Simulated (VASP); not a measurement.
# Ta (P6_3/mmc) in VASP: further runs

Ta is run at these levels: PBE; tasks: single point, relaxation of cell and atoms.

Everything below comes from runs of VASP 6.6.1. Logs are shortened: lines on timing, memory, paths and dates and some standing lists are left out, and cuts for length are marked.

## (1) The cell of the first run

It takes space group P6_3/mmc (No. 194, hexagonal). Conventional cell: a = 2.914 Å, b = 2.914 Å, c = 5.336 Å, α = 90.00°, β = 90.00°, γ = 120.00°. Ta (site symmetry -6m2) has 12 Ta at 2.91 to 3.15 Å within 3.8 Å.

## (2) Single point, PBE

Contents of INCAR:

```
SYSTEM = Ta
  PREC = Accurate
  ENCUT = 520
  EDIFF = 1E-7
  ISMEAR = -1
  SIGMA = 0.05
  LREAL = .False.
  LASPH = .True.
  NELM = 100
  ALGO = Normal
  ISIF = 2
  LWAVE = .False.
  LCHARG = .False.
  GGA = PE
  NBANDS = 18
```

Contents of KPOINTS:

```
regular mesh
0
Gamma
  16 16 9
  0 0 0
```

Contents of POSCAR:

```
Ta
1.0
    2.9138206062      0.0000000000      0.0000000000
   -1.4569103031      2.5234426670      0.0000000000
    0.0000000000      0.0000000000      5.3361357281
Ta
2
Direct
    0.3333333333      0.6666666667      0.2500000000
    0.6666666667      0.3333333333      0.7500000000
```

Potentials or basis: VASP PAW PBE potentials, release 64 (Ta_pv).

On the command line:

```bash
$ cat potpaw_PBE.64/Ta_pv/POTCAR > POTCAR
$ mpirun -np 1 vasp_std > vasp.out
```

OUTCAR:

```text
SYSTEM = Ta
   PREC = Accurate
   ENCUT = 520
   EDIFF = 1E-7
   ISMEAR = -1
   LREAL = .False.
   LASPH = .True.
   NELM = 100
   ISIF = 2
   GGA = PE

 ion  position               nearest neighbor table
   1  0.333  0.667  0.250-   2 3.15   2 3.15   2 3.15   2 3.15   2 3.15   2 3.15
   2  0.667  0.333  0.750-   1 3.15   1 3.15   1 3.15   1 3.15   1 3.15   1 3.15

  LATTYP: Found a hexagonal cell.
 ALAT       =     2.9138206062
 C/A-ratio  =     1.8313192366

  Lattice vectors:

 A1 = (   2.9138206062,   0.0000000000,   0.0000000000)
 A2 = (  -1.4569103031,   2.5234426670,   0.0000000000)
 A3 = (   0.0000000000,   0.0000000000,   5.3361357281)

Analysis of symmetry for initial positions (statically):
=====================================================================
 Subroutine PRICEL returns:
 Original cell was already a primitive cell.

 Routine SETGRP: Setting up the symmetry group for a
 hexagonal supercell.

 Subroutine GETGRP returns: Found 24 space group operations
 (whereof 12 operations were pure point group operations)
 out of a pool of 24 trial point group operations.

The static configuration has the point symmetry D_3d.
 The point group associated with its full space group is D_6h.

Analysis of symmetry for dynamics (positions and initial velocities):
=====================================================================
 Subroutine PRICEL returns:
 Original cell was already a primitive cell.

 Routine SETGRP: Setting up the symmetry group for a
 hexagonal supercell.

 Subroutine GETGRP returns: Found 24 space group operations
 (whereof 12 operations were pure point group operations)
 out of a pool of 24 trial point group operations.

The dynamic configuration has the point symmetry D_3d.
 The point group associated with its full space group is D_6h.

 Subroutine INISYM returns: Found 24 space group operations
 (whereof 12 operations are pure point group operations),
 and found     1 'primitive' translations

----------------------------------------------------------------------------------------

                                     Primitive cell

  volume of cell :      39.2359

  direct lattice vectors                    reciprocal lattice vectors
     2.913820606  0.000000000  0.000000000     0.343192027  0.198142009  0.000000000
    -1.456910303  2.523442667  0.000000000     0.000000000  0.396284018  0.000000000
     0.000000000  0.000000000  5.336135728     0.000000000  0.000000000  0.187401530

  length of vectors
     2.913820606  2.913820606  5.336135728     0.396284018  0.396284018  0.187401530

  position of ions in fractional coordinates (direct lattice)
     0.333333333  0.666666667  0.250000000
     0.666666667  0.333333333  0.750000000

  ion indices of the primitive-cell ions
   primitive index   ion index
                 1           1
                 2           2

----------------------------------------------------------------------------------------

 KPOINTS: regular mesh

Automatic generation of k-mesh.
 Grid dimensions read from file:
 generate k-points for:   16   16    9

 Generating k-lattice:

  Cartesian coordinates                     Fractional coordinates (reciprocal lattice)
     0.021449502  0.012383876  0.000000000     0.062500000  0.000000000  0.000000000
     0.000000000  0.024767751  0.000000000     0.000000000  0.062500000  0.000000000
     0.000000000  0.000000000  0.020822392     0.000000000  0.000000000  0.111111111

  Length of vectors
     0.024767751  0.024767751  0.020822392

  Shift w.r.t. Gamma in fractional coordinates (k-lattice)
     0.000000000  0.000000000  0.000000000

 Subroutine IBZKPT returns following result:
 ===========================================

 Found    150 irreducible k-points:

 Following reciprocal coordinates:
            Coordinates               Weight
  0.000000  0.000000  0.000000      1.000000
  0.062500 -0.000000  0.000000      6.000000
  0.125000 -0.000000  0.000000      6.000000
  0.187500 -0.000000  0.000000      6.000000
  0.250000 -0.000000  0.000000      6.000000
  0.312500 -0.000000  0.000000      6.000000
[... 16 lines left out ...]
  0.187500  0.187500  0.000000      6.000000
  0.250000  0.187500  0.000000     12.000000
 [... further k-points ...]
   k-points           NKPTS =    150   k-points in BZ     NKDIM =    150   number of bands    NBANDS=     18
   number of dos      NEDOS =    301   number of ions     NIONS =      2
   total plane-waves  NPLWV =  23040
   dimension x,y,z NGX =    24 NGY =   24 NGZ =   40
   dimension x,y,z NGXF=    48 NGYF=   48 NGZF=   80
   ions per type =               2
   NGX,Y,Z   is equivalent  to a cutoff of  13.69, 13.69, 12.46 a.u.
   NGXF,Y,Z  is equivalent  to a cutoff of  27.39, 27.39, 24.92 a.u.
 SYSTEM =  Ta
   PREC   = accura    normal or accurate (medium, high low for compatibility)
   ISTART =      0    job   : 0-new  1-cont  2-samecut
   ICHARG =      2    charge: 1-file 2-atom 10-const
   ISPIN  =      1    spin polarized calculation?
   LNONCOLLINEAR =      F non collinear calculations
   LSORBIT =      F    spin-orbit coupling
   LASPH  =      T    aspherical Exc in radial PAW
   ENCUT  =  520.0 eV  38.22 Ry    6.18 a.u.   5.42  5.42  9.92*2*pi/ulx,y,z
   NELM   =    100;   NELMIN=  2; NELMDL= -5     # of ELM steps
   EDIFF  = 0.1E-06   stopping-criterion for ELM
   LREAL  =      F    real-space projection
   EDIFFG = 0.1E-05   stopping-criterion for IOM
   NSW    =      0    number of steps for IOM
   IBRION =     -1    ionic relax: 0-MD 1-quasi-New 2-CG
   NFREE  =      0    steps in history (QN), initial steepest desc. (CG)
   ISIF   =      2    stress and relaxation
   ISYM   =      2    0-nonsym 1-usesym 2-fastsym
   POTIM  = 0.5000    time-step for ionic-motion
   TEBEG  =    0.0;   TEEND  =   0.0 temperature during run
   PSTRESS=    0.0 pullay stress
   NELECT =      22.0000    total number of electrons
   NUPDOWN=      -1.0000    fix difference up-down
   EMIN   =  10.00;   EMAX   =-10.00  energy-range for DOS
   EFERMI =   0.00;   METHOD = LEGACY
   ISMEAR =    -1;   SIGMA  =   0.05  broadening in eV -4-tet -1-fermi 0-gaus
   EFERMI_NEDOS =   21; number of points for ismear=-14 and -15
   IALGO  =     38    algorithm
   IMIX   =      4    mixing-type and parameters
     AMIX     =   0.40;   BMIX     =  1.00
     AMIX_MAG =   1.60;   BMIX_MAG =  1.00
  volume/ion in A,a.u.               =      19.62       132.39
  Fermi-wavevector in a.u.,A,eV,Ry     =   1.349961  2.551057 24.795200  1.822396
  Thomas-Fermi vector in A             =   2.477505
   LORBIT       =      0    0 simple, 1 ext, 2 COOP (PROOUT), +10 PAW based schemes
   GGA     = PE    functional components
   LHFCALC =     F    Hartree Fock is set to
   AEXX    =    0.0000 exact exchange contribution
   IVDW    =     0    specifies the selected vdW correction
   LEPSILON=     F    determine dielectric tensor
   LRPA    =     F    only Hartree local field effects (RPA)
 non-spin polarized calculation
  energy-cutoff  :      520.00
  volume of cell :       39.24
 maximum number of plane-waves:      1094
 NGX is ok and might be reduce to    24
   NGX = 11   NGY = 11   NGZ = 19

 number of electron      22.0000000 magnetization

 Free energy of the ion-electron system (eV)
  ---------------------------------------------------
  ext. energy  EPLUGINS =         0.00000000
  ---------------------------------------------------
  free energy    TOTEN  =       -23.01898912 eV

  energy without entropy =      -22.99512304  energy(sigma->0) =      -23.00705608

 E-fermi :   5.2040     XC(G=0): -12.1676

 val. band max:        5.2000751255   @ k =   0.1875  -0.0000   0.4444
 cond. band min:       5.2188947131   @ k =   0.1250   0.1250   0.2222
 fundamental gap:      0.0188195876
 Fermi energy:         5.2040289141

 k-point     1 :       0.0000    0.0000    0.0000
  band No.  band energies     occupation
      1     -29.3422      2.00000
      2     -28.7004      2.00000
      3     -28.4983      2.00000
      4     -28.4983      2.00000
      5     -28.4385      2.00000
      6     -28.4385      2.00000
[... 10 lines left out ...]
     17      10.1511      0.00000
     18      10.1511      0.00000

 k-point     2 :       0.0625   -0.0000    0.0000
  band No.  band energies     occupation
      1     -29.3314      2.00000
      2     -28.7007      2.00000
      3     -28.5366      2.00000
      4     -28.5084      2.00000
      5     -28.4777      2.00000
      6     -28.4459      2.00000
[... 10 lines left out ...]
     17      10.2015      0.00000
     18      10.4338      0.00000

 k-point     3 :       0.1250   -0.0000    0.0000
  band No.  band energies     occupation
      1     -29.3002      2.00000
      2     -28.7019      2.00000
      3     -28.6453      2.00000
      4     -28.5874      2.00000
      5     -28.5367      2.00000
      6     -28.4672      2.00000
[... 10 lines left out ...]
     17      10.3026      0.00000
     18      11.0956      0.00000

 k-point     4 :       0.1875   -0.0000    0.0000
  band No.  band energies     occupation
      1     -29.2514      2.00000
      2     -28.8061      2.00000
      3     -28.7472      2.00000
      4     -28.7054      2.00000
      5     -28.5783      2.00000
      6     -28.4996      2.00000
[... 375 lines left out ...]
      4     -28.8370      2.00000
      5     -28.7894      2.00000
      6     -28.7332      2.00000
[... 10 lines left out ...]
     17      12.7836      0.00000
     18      13.6074      0.00000

 k-point    23 :       0.1875    0.1875    0.0000
  band No.  band energies     occupation
      1     -29.1206      2.00000
      2     -29.1122      2.00000
      3     -29.1063      2.00000
      4     -28.7378      2.00000
      5     -28.7307      2.00000
      6     -28.6736      2.00000
[... 10 lines left out ...]
     17      10.2534      0.00000
     18      12.6283      0.00000

 k-point    24 :       0.2500    0.1875    0.0000
  band No.  band energies     occupation
      1     -29.2329      2.00000
      2     -29.1964      2.00000
      3     -29.0441      2.00000
      4     -28.8180      2.00000
      5     -28.7506      2.00000
      6     -28.7460      2.00000
[... 10 lines left out ...]
     17      11.4534      0.00000
     18      13.3369      0.00000

 [... further k-points ...]
[... 5 lines left out ...]
  --------------------------------------------------------------------------------------
  -------------------------------------------------------------------------------------
  Total       -1.3784361     -1.3784361     -2.6969736      0.0000000     -0.0000000     -0.0000000
  in kB      -56.2877764    -56.2877764   -110.1296245      0.0000000     -0.0000000     -0.0000000
  external PRESSURE =     -74.2350591 kB  Pullay stress =       0.0000000 kB

 VOLUME and BASIS-vectors are now :
 -----------------------------------------------------------------------------
  energy-cutoff  :      520.00
  volume of cell :       39.24
      direct lattice vectors                 reciprocal lattice vectors
     2.913820606  0.000000000  0.000000000     0.343192027  0.198142009  0.000000000
    -1.456910303  2.523442667  0.000000000     0.000000000  0.396284018  0.000000000
     0.000000000  0.000000000  5.336135728     0.000000000  0.000000000  0.187401530

 POSITION                                       TOTAL-FORCE (eV/Angst)
 -----------------------------------------------------------------------------------
     -0.00000      1.68230      1.33403        -0.000000     -0.000000      0.000000
      1.45691      0.84115      4.00210         0.000000      0.000000      0.000000
 -----------------------------------------------------------------------------------
    total drift:                               -0.000000      0.000000     -0.000000

  FREE ENERGIE OF THE ION-ELECTRON SYSTEM (eV)
  ---------------------------------------------------
  free  energy   TOTEN  =       -23.0189891229 eV

  energy  without entropy=      -22.9951230399  energy(sigma->0) =      -23.00705608
```

It took 37 s on 1 thread of AMD EPYC 9R45 (Zen 5), shared host; peak memory 0.19 GiB.

Results:

```yaml
Free_energy: -23.0190 eV
Pressure: -7.4 GPa
Band_gap_on_the_k_mesh: zero (band 11 reaches 6.34 eV, above the bottom of band 12 at 4.57 eV)
```

Levels at points of the mesh, in eV from the Fermi level:
| k point | band 9 | band 10 | band 11 | band 12 | band 13 | band 14 |
| --- | --- | --- | --- | --- | --- | --- |
| (0.00, 0.00, 0.00) | -0.74 | -0.40 | 0.68 | 0.68 | 1.15 | 1.15 |
| (0.50, 0.00, 0.00) | -3.13 | -0.47 | -0.38 | 0.37 | 1.10 | 5.14 |

Caveat: spin-orbit coupling is left out, which moves the levels of the heavy elements.

## (3) Relaxation of cell and atoms, PBE

This run uses another cell than the first one, of 18.74 Å³/atom, 0.955 times its volume.

Contents of INCAR:

```
ALGO = Normal
EDIFF = 1E-6
EDIFFG = -0.005
ENCUT = 600
GGA = PE
IBRION = 2
ISIF = 3
ISMEAR = -1
LASPH = True
LCHARG = False
LREAL = False
LWAVE = False
NELM = 60
NSW = 45
PREC = Accurate
SIGMA = 0.05
```

Contents of KPOINTS:

```
k-points
0
Gamma
  16 16 9
```

Contents of POSCAR:

```
Ta
1.0
    2.9021676299      0.0000000000      0.0000000000
   -1.4510838150      2.5133508935      0.0000000000
    0.0000000000      0.0000000000      5.1382404448
Ta
2
Direct
    0.3333333333      0.6666666667      0.2500000000
    0.6666666667      0.3333333333      0.7500000000
```

Potentials or basis: VASP PAW PBE potentials, release 64 (Ta_pv).

On the command line:

```bash
$ cat potpaw_PBE.64/Ta_pv/POTCAR > POTCAR
$ mpirun -np 1 vasp_std > vasp.out
```

Run time: 65 s. Hardware: 1 thread of AMD EPYC 9R45 (Zen 5), shared host; peak memory 0.2 GiB.

Results (log left out):

- Free energy: -23.0765 eV
- Relaxed volume: 18.75 Å³/atom
- Relaxed cell: a = 2.903 Å, b = 2.903 Å, c = 5.139 Å, α = 90.00°, β = 90.00°, γ = 120.00°
- Space group after relaxing (to 0.05 Å): P6_3/mmc (No. 194)
- Energy gained by relaxing: 0.0 meV/atom
- Ionic steps: 4
- Pressure after relaxing: 0.0 GPa
- Band gap on the k mesh: zero (band 11 reaches 6.79 eV, above the bottom of band 12 at 4.96 eV)

Final structure:
```
Ta
1.0
     2.90255    0.00000    0.00000
    -1.45128    2.51369    0.00000
     0.00000    0.00000    5.13909
Ta
2
Direct
  0.33333 0.66667 0.25000
  0.66667 0.33333 0.75000
```

Levels at points of the mesh, in eV from the Fermi level:
| k point | band 9 | band 10 | band 11 | band 12 | band 13 | band 14 |
| --- | --- | --- | --- | --- | --- | --- |
| (0.00, 0.00, 0.00) | -0.49 | -0.06 | 0.60 | 0.60 | 1.18 | 1.18 |
| (0.50, 0.00, 0.00) | -3.31 | -0.48 | -0.32 | 0.54 | 0.83 | 5.58 |

Caveat: spin-orbit coupling is left out, which moves the levels of the heavy elements.
